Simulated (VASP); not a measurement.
GaSb (zinc blende type): single point with HSE06

GaSb (zinc blende type):

```xyz
2
Lattice="0.0000 3.0248 3.0248 3.0248 0.0000 3.0248 3.0248 3.0248 0.0000" Properties=species:S:1:pos:R:3 pbc="T T T"
Ga    0.0000    0.0000    0.0000
Sb    1.5124    1.5124    1.5124
```

```
Program             : VASP 6.6.1
Task                : single point
Functional          : HSE06
Potentials or basis : VASP PAW PBE potentials, release 64 (Ga_d, Sb)
Cutoff              : 520 eV
k mesh              : 4 × 4 × 4
Occupations         : fermi-dirac, width 0.1 eV
Spin                : no spin polarisation
```

```yaml
Pressure: 2.4 GPa
Band_gap_on_the_k_mesh: 1.18 eV
```

Levels at points of the mesh, in eV from the valence-band top:
| k point | band 5 | band 6 | band 7 | band 8 | band 9 | band 10 | band 11 | band 12 | band 13 | band 14 |
| --- | --- | --- | --- | --- | --- | --- | --- | --- | --- | --- |
| (0.00, 0.00, 0.00) | -17.66 | -12.78 | 0.00 | 0.00 | 0.00 | 1.18 | 3.49 | 3.49 | 3.49 | 6.74 |
| (0.50, 0.00, 0.00) | -17.66 | -10.89 | -7.07 | -1.30 | -1.30 | 1.19 | 4.49 | 4.49 | 7.31 | 10.65 |
| (0.50, 0.50, 0.00) | -17.66 | -9.90 | -7.53 | -2.91 | -2.91 | 1.48 | 1.78 | 10.15 | 10.15 | 11.59 |

It took 14 min on 1 thread of Intel Xeon 8259CL, with other jobs on the host, peak memory 0.29 GiB.

Caveat: the k points lie up to 0.45 Å⁻¹ apart; the PAW data sets were made with another functional, which shifts forces and pressure a little; spin-orbit coupling is left out, which moves the levels of the heavy elements. A k mesh can miss the band edges.
